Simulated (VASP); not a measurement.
C:

```xyz
2
Lattice="0.0000 1.7834 1.7834 1.7834 0.0000 1.7834 1.7834 1.7834 0.0000" Properties=species:S:1:pos:R:3 pbc="T T T"
C     2.6751    2.6751    2.6751
C     1.7834    1.7834    1.7834
```

Program: VASP 6.6.1. Alike in all runs: task single point; no spin polarisation; cell as given; smearing fermi-dirac 0.05 eV.

Question: Order these runs on this cell by their pressure, lowest first.
A. level r2SCAN-based global hybrid with 25 % exact exchange; potentials or basis VASP PAW PBE potentials, release 64 (C); k mesh 7 × 7 × 7; cutoff (eV) 520; grid for exact exchange (PRECFOCK) Normal; share of exact exchange 0.25
B. level r2SCAN+D3(BJ); potentials or basis VASP PAW PBE potentials, release 64 (C_h); k mesh 13 × 13 × 13; cutoff (eV) 1430
C. level r2SCAN50; potentials or basis VASP PAW PBE potentials, release 64 (C); k mesh 7 × 7 × 7; cutoff (eV) 520; grid for exact exchange (PRECFOCK) Normal; share of exact exchange 0.5
D. level r2SCAN-based global hybrid with 35 % exact exchange; potentials or basis VASP PAW PBE potentials, release 64 (C); k mesh 7 × 7 × 7; cutoff (eV) 520; grid for exact exchange (PRECFOCK) Normal; share of exact exchange 0.35
E. level r2SCAN; potentials or basis VASP PAW PBE potentials, release 64 (C_h); k mesh 7 × 7 × 7; cutoff (eV) 1430

Answer: C (-17.1 GPa), D (-12.5 GPa), A (-9.4 GPa), B (-5.6 GPa), E (-3.0 GPa).

Caveats: some runs use coarse meshes; the PAW data sets were made with another functional, which shifts forces and pressure a little; the cell stands under tension (at least some runs).
